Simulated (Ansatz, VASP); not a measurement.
## ZrBRu: VASP beside Ansatz

```
CELL_PARAMETERS angstrom
3.08024 5.33513 0.00000
-3.08024 5.33513 0.00000
0.00000 0.00000 3.38422
ATOMIC_POSITIONS crystal
Ru 0.24800 0.75200 0.00000
Ru 0.75200 0.00000 0.00000
Ru 0.00000 0.24800 0.00000
Zr 0.58000 0.42000 0.50000
Zr 0.42000 0.00000 0.50000
Zr 0.00000 0.58000 0.50000
B 0.00000 0.00000 0.50000
B 0.33330 0.33340 0.00000
B 0.66670 0.66660 0.00000
```

Alike in both runs: task single point; functional PBEsol; k mesh 5 × 5 × 6; no spin polarisation.

|  | VASP | Ansatz |
| --- | --- | --- |
| version | VASP 6.6.1 | Ansatz 0.2.0 |
| potentials or method | VASP PAW PBE potentials, release 64 (Ru_pv, Zr_sv, B), cutoff 520 eV | PAW plane waves |
| occupations | methfessel-paxton of order 1, width 0.1462 eV | cold, width 0.1462 eV |
| valence electrons in the cell | 87 | 93 |

Ansatz gave:

* gap on the k mesh at the Fermi level (eV): none
* pressure (GPa): 15.1
* traceless stress, the component that is largest in VASP (GPa): -13.25
* rms of the force components (eV/Å): 0.301

Problem. Which values does VASP return?

Solution. gap on the k mesh at the Fermi level (eV): none; pressure (GPa): 15.3; traceless stress, the component that is largest in VASP (GPa): -13.27; rms of the force components (eV/Å): 0.307.

VASP's potentials were made for PBE, not for PBEsol. Atom by atom the forces differ by 0.007 eV/Å (rms over components). A gap of «none» marks a metal or a gap that the smearing closes. VASP's potentials hold 87 valence electrons a cell and Ansatz's 93, so a difference there can come from the potentials and not from the codes. Ansatz's warnings: structure snapped to symmetry.
